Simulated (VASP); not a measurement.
# AlAs2 (P-4m2) in VASP: a series of runs, part 2 of 2

VASP 6.6.1. Earlier steps stand in the parts before.

**4. Relaxation of cell and atoms, PBE**

This run uses another cell than the first one, of 27.55 Å³/atom, 1.310 times its volume.

INCAR reads:

```
SYSTEM = AlAs2
PREC = Accurate
ENCUT = 600
EDIFF = 1E-6
ISMEAR = 0
SIGMA = 0.1
LREAL = .FALSE.
LASPH = .TRUE.
NELM = 80
ALGO = Normal
ISIF = 3
LWAVE = .FALSE.
LCHARG = .FALSE.
GGA = PE
IBRION = 2
NSW = 90
EDIFFG = -0.04
```

KPOINTS reads:

```
regular mesh
0
G
  4 4 4
  0 0 0
```

POSCAR reads:

```
AlAs2
1.0
    3.8808082500      0.0000000000      0.0000000000
    0.0000000000      3.8808082500      0.0000000000
    0.0000000000      0.0000000000      5.4882916600
Al As
1 2
Direct
    0.0000000000      0.0000000000      0.0000000000
    0.5000000000      0.0000000000      0.2500000000
    0.0000000000      0.5000000000      0.7500000000
```

Launch:

```
> cat potpaw_PBE.64/Al/POTCAR potpaw_PBE.64/As/POTCAR > POTCAR
> mpirun -np 1 vasp_std > vasp.out
```

It took 13 min on 1 thread of AMD EPYC 7R13, shared host; peak memory 0.2 GiB.

Results (log left out):

| Quantity | Value |
| --- | --- |
| Free energy | -12.8252 eV |
| Relaxed volume | 21.00 Å³/atom |
| Relaxed cell | a = 3.910 Å, b = 3.910 Å, c = 4.121 Å, α = 90.00°, β = 90.00°, γ = 90.00° |
| Space group after relaxing (to 0.05 Å) | P-4m2 (No. 115) |
| Energy gained by relaxing | 381.1 meV/atom |
| Ionic steps | 35 |
| Pressure after relaxing | 0.2 GPa |
| Largest force after relaxing | 0.009 eV/Å |

Forces on the atoms (eV/Å):
```
Al   0.000  0.000  0.000
As   0.000  0.000  0.009
As   0.000  0.000 -0.009
```

Step by step:
```
step  energy change (eV)  largest force (eV/Å)  pressure (GPa)  volume (Å³)
   1              0.0000                0.8054            1.46        82.66
   2             -0.0523                0.3808           -1.24        85.70
   3             -0.0532                0.3281           -1.58        86.14
   4             -0.1059                0.3816           -1.59        84.19
   5             -0.2925                0.7002           -1.27        78.38
   6             -0.6930                1.2308            2.47        67.11
   7              0.9566                1.4830           41.65        45.88
   8             -0.4010                1.7454           10.28        61.37
   9             -0.3239                1.8510           14.46        57.29
  10             -0.3282                1.8375           14.49        57.20
  11             -0.3400                1.8086           14.57        56.91
  12             -0.3636                1.8873           14.58        56.35
  13             -0.4216                1.8314           15.00        55.21
  14             -0.4036                1.2088           18.23        52.93
  15             -0.4378                1.7376           16.27        54.24
  16             -0.4341                1.5162           17.08        53.63
  17             -0.4380                1.6178           16.73        53.88
  18             -0.4814                1.5459           15.91        54.16
  19             -0.6000                1.3377           13.62        55.01
  20             -0.7907                0.9789            9.72        56.75
  21             -1.0037                0.3542            3.12        60.32
  22             -0.9866                0.0790           -4.85        67.90
  23             -1.0492                0.1670           -1.34        63.99
  24             -1.0498                0.1738           -0.94        63.61
  25             -1.0617                0.1366           -0.86        63.49
  26             -1.0902                0.0224           -0.59        63.11
  27             -1.1190                0.1707            0.36        62.32
  28             -1.1232                0.2243            1.04        61.94
  29             -1.1231                0.2408            1.32        61.77
  30             -1.1312                0.2340            0.51        62.57
  31             -1.1327                0.2253            0.04        63.05
  32             -1.1361                0.1898           -0.03        63.13
  33             -1.1422                0.0767           -0.23        63.34
  34             -1.1428                0.0271           -0.31        63.43
  35             -1.1432                0.0087            0.22        62.99
```

Final structure:
```
Al As
1.0
     3.90975    0.00000    0.00000
     0.00000    3.90975    0.00000
     0.00000    0.00000    4.12065
Al As
1 2
Direct
  0.00000 0.00000 0.00000
  0.50000 0.00000 0.42091
  0.00000 0.50000 0.57909
```

Levels at points of the mesh, in eV from the Fermi level:
```csv
k point,band 2,band 3,band 4,band 5,band 6,band 7,band 8,band 9,band 10
"(0.00, 0.00, 0.00)",-8.33,-3.90,-3.90,-3.07,-3.06,1.21,2.83,2.83,3.22
"(0.50, 0.00, 0.00)",-11.62,-3.54,-2.30,-2.18,-2.16,-0.90,0.16,1.25,1.81
"(0.50, 0.50, 0.00)",-10.91,-7.88,-5.58,-1.12,-1.12,0.26,1.84,2.38,3.80
"(0.00, 0.00, 0.50)",-9.42,-5.61,-3.26,-3.26,-1.00,0.91,0.91,1.98,4.38
"(0.50, 0.00, 0.50)",-11.20,-6.56,-5.00,-1.51,-0.80,-0.51,0.62,2.59,3.03
"(0.50, 0.50, 0.50)",-10.53,-6.73,-5.07,-4.13,-3.95,-3.95,0.68,6.62,7.67
```

Caveat: the k points lie up to 0.40 Å⁻¹ apart in the final cell; the volume moved by over 15 % at a fixed basis, so the end points are rough.

**5. Single point, PBE**

This run uses another cell than the first one, of 20.88 Å³/atom, 0.993 times its volume.

INCAR reads:

```
ALGO = Normal
EDIFF = 1E-7
ENCUT = 520
GGA = PE
ISIF = 2
ISMEAR = 0
LASPH = T
LCHARG = F
LREAL = F
LWAVE = F
NBANDS = 14
NELM = 80
PREC = Accurate
SIGMA = 0.1
```

KPOINTS reads:

```
k-points
0
Gamma
  12 12 12
```

POSCAR reads:

```
AlAs2
1.0
    3.9772331781      0.0000000000      0.0000000000
    0.0000000000      3.9772331781      0.0000000000
    0.0000000000      0.0000000000      3.9603312680
Al As
1 2
Direct
    0.0000000000      0.0000000000      0.0000000000
    0.5000000000      0.0000000000      0.4341788189
    0.0000000000      0.5000000000      0.5658211811
```

Launch:

```
> cat potpaw_PBE.64/Al/POTCAR potpaw_PBE.64/As/POTCAR > POTCAR
> mpirun -np 1 vasp_std > vasp.out
```

It took 4.9 min on 1 thread of AMD EPYC 7R13, shared host; peak memory 0.26 GiB.

It converged, with:

* Free energy: -12.8208 eV
* Pressure: 0.1 GPa
* Largest force: 0.012 eV/Å

Forces in eV/Å, atoms in the order of the input:
```
Al   0.000  0.000  0.000
As   0.000  0.000  0.012
As   0.000  0.000 -0.012
```

Levels at points of the mesh, in eV from the Fermi level:
| k point | band 3 | band 4 | band 5 | band 6 | band 7 | band 8 | band 9 | band 10 |
| --- | --- | --- | --- | --- | --- | --- | --- | --- |
| (0.00, 0.00, 0.00) | -3.90 | -3.90 | -2.84 | -2.25 | 1.23 | 3.01 | 3.01 | 3.29 |
| (0.50, 0.00, 0.00) | -3.22 | -2.27 | -1.71 | -1.66 | -0.86 | 0.34 | 1.47 | 2.21 |
| (0.50, 0.50, 0.00) | -7.89 | -5.34 | -0.61 | -0.61 | 0.97 | 2.48 | 2.93 | 2.93 |
| (0.00, 0.00, 0.50) | -5.87 | -3.16 | -3.16 | -0.90 | 1.18 | 1.18 | 2.00 | 4.49 |
| (0.50, 0.00, 0.50) | -6.29 | -4.73 | -1.47 | -1.01 | -0.37 | 0.57 | 2.63 | 2.92 |
| (0.50, 0.50, 0.50) | -6.61 | -4.74 | -3.88 | -3.88 | -3.88 | 1.20 | 6.24 | 7.25 |

**6. Relaxation of cell and atoms, PBE**

INCAR reads:

```
ALGO = Normal
EDIFF = 1E-6
EDIFFG = -0.01
ENCUT = 600
GGA = PE
IBRION = 2
ISIF = 3
ISMEAR = 0
LASPH = True
LCHARG = False
LREAL = False
LWAVE = False
NELM = 100
NSW = 100
PREC = Accurate
SIGMA = 0.1
```

KPOINTS is that of step 5.

POSCAR reads:

```
AlAs2
1.0
    3.9154150342      0.0000000000      0.0000000000
    0.0000000000      3.9154150342      0.0000000000
    0.0000000000      0.0000000000      4.1154811494
Al As
1 2
Direct
    0.0000000000      0.0000000000      0.0000000000
    0.5000000000      0.0000000000      0.4205009585
    0.0000000000      0.5000000000      0.5794990415
```

Potentials or basis: VASP PAW PBE potentials, release 64 (Al, As).

Launch:

```
> cat potpaw_PBE.64/Al/POTCAR potpaw_PBE.64/As/POTCAR > POTCAR
> mpirun -np 1 vasp_std > vasp.out
```

Run time: 22 min. Hardware: 1 thread of AMD EPYC 7R13, shared host; peak memory 0.29 GiB.

The run converged. Its results:

```yaml
Free_energy: -12.8210 eV
Relaxed_volume: 20.93 Å³/atom
Relaxed_cell: a = 3.980 Å, b = 3.980 Å, c = 3.963 Å, α = 90.00°, β = 90.00°, γ = 90.00°
Space_group_after_relaxing_to_0.05_Å: P-4m2 (No. 115)
Energy_gained_by_relaxing: 13.8 meV/atom
Ionic_steps: 10
Pressure_after_relaxing: 0.0 GPa
Largest_force_after_relaxing: 0.007 eV/Å
```

Forces in eV/Å, atoms in the order of the input:
```
Al   0.000  0.000  0.000
As   0.000  0.000  0.007
As   0.000  0.000 -0.007
```

The path:
```csv
step,energy change (eV),largest force (eV/Å),pressure (GPa),volume (Å³)
1,0.0000,0.1301,0.60,63.09
2,-0.0225,0.1566,-0.49,63.80
3,-0.0272,0.1586,-1.15,64.26
4,-0.0354,0.1607,-0.05,62.99
5,-0.0355,0.1604,0.00,62.92
6,-0.0388,0.1094,0.16,62.73
7,-0.0404,0.0420,0.39,62.49
8,-0.0410,0.0062,-0.31,63.05
9,-0.0412,0.0090,-0.09,62.87
10,-0.0413,0.0073,-0.03,62.79
```

Final structure:
```xyz
3
Lattice="3.9803 0.0000 0.0000 0.0000 3.9803 0.0000 0.0000 0.0000 3.9632" Properties=species:S:1:pos:R:3 pbc="T T T"
Al    0.0000    0.0000    3.9632
As    1.9902    0.0000    1.7212
As    0.0000    1.9902    2.2419
```

Levels at points of the mesh, in eV from the Fermi level:
| k point | band 3 | band 4 | band 5 | band 6 | band 7 | band 8 | band 9 | band 10 |
| --- | --- | --- | --- | --- | --- | --- | --- | --- |
| (0.00, 0.00, 0.00) | -3.89 | -3.89 | -2.83 | -2.25 | 1.23 | 3.00 | 3.00 | 3.28 |
| (0.50, 0.00, 0.00) | -3.22 | -2.27 | -1.71 | -1.65 | -0.85 | 0.33 | 1.47 | 2.21 |
| (0.50, 0.50, 0.00) | -7.88 | -5.32 | -0.60 | -0.60 | 0.97 | 2.47 | 2.93 | 2.93 |
| (0.00, 0.00, 0.50) | -5.88 | -3.15 | -3.15 | -0.89 | 1.18 | 1.18 | 2.00 | 4.48 |
| (0.50, 0.00, 0.50) | -6.28 | -4.71 | -1.46 | -1.02 | -0.36 | 0.56 | 2.62 | 2.92 |
| (0.50, 0.50, 0.50) | -6.59 | -4.72 | -3.87 | -3.87 | -3.87 | 1.22 | 6.23 | 7.23 |

**7. Summary**

```tsv
task	cell	k mesh	cutoff (eV)	gap on the mesh (eV)	pressure (GPa)	relaxed volume (Å³/atom)	largest force (eV/Å)
single point	a = 3.915, b = 3.915, c = 4.115 Å, 3 atoms	4 × 4 × 4	520	none	0.1	-	0.01
single point	a = 3.881, b = 3.881, c = 5.488 Å, 3 atoms	4 × 4 × 4	520	none	1.5	-	0.81
relaxation of cell and atoms	relaxed from a = 3.881, b = 3.881, c = 5.488 Å, 3 atoms	4 × 4 × 4	600	none	0.2	21.00	0.01
single point	a = 3.977, b = 3.977, c = 3.960 Å, 3 atoms	12 × 12 × 12	520	none	0.1	-	0.01
relaxation of cell and atoms	relaxed from a = 3.915, b = 3.915, c = 4.115 Å, 3 atoms	12 × 12 × 12	600	none	0.0	20.93	0.01
```

Alike in all rows: level PBE; potentials or basis VASP PAW PBE potentials, release 64 (Al, As); no spin polarisation; smearing gaussian 0.1 eV.

Caveats: some runs use coarse meshes; the volume moved by over 15 % at a fixed basis, so the end points are rough (some runs).

Absolute energies hang on the potentials; compare differences alone.
